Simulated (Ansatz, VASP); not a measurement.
# Mg: VASP beside Ansatz

```
Mg
1.0
     5.08280    0.00000    0.00000
    -2.54140    4.40183    0.00000
     0.00000    0.00000    3.11576
Mg
3
Direct
  0.00000 0.00000 0.00000
  0.33333 0.66667 0.50000
  0.66667 0.33333 0.50000
```

Alike in both runs: task relaxation of cell and atoms; functional revPBE; k mesh 7 × 7 × 10; occupations fermi-dirac, width 0.1 eV; no spin polarisation.

```csv
,VASP,Ansatz
version,VASP 6.6.1,Ansatz 0.2.0
potentials or method,"VASP PAW PBE potentials, release 64 (Mg), cutoff 600 eV","plane waves (420 eV) with PAW, scalar-relativistic"
valence electrons in the cell,6,30
```

Ansatz gave:

* relaxed volume (Å³/atom): 23.92
* relaxed cell length with the largest relative difference (Å): 5.150

Problem. What did VASP give for the same quantities?

Solution. Relaxed volume (Å³/atom): 23.81; relaxed cell length with the largest relative difference (Å): 5.141.

VASP's potentials were made for PBE, not for revPBE. VASP's potentials hold 6 valence electrons a cell and Ansatz's 30, so a difference there can come from the potentials and not from the codes.
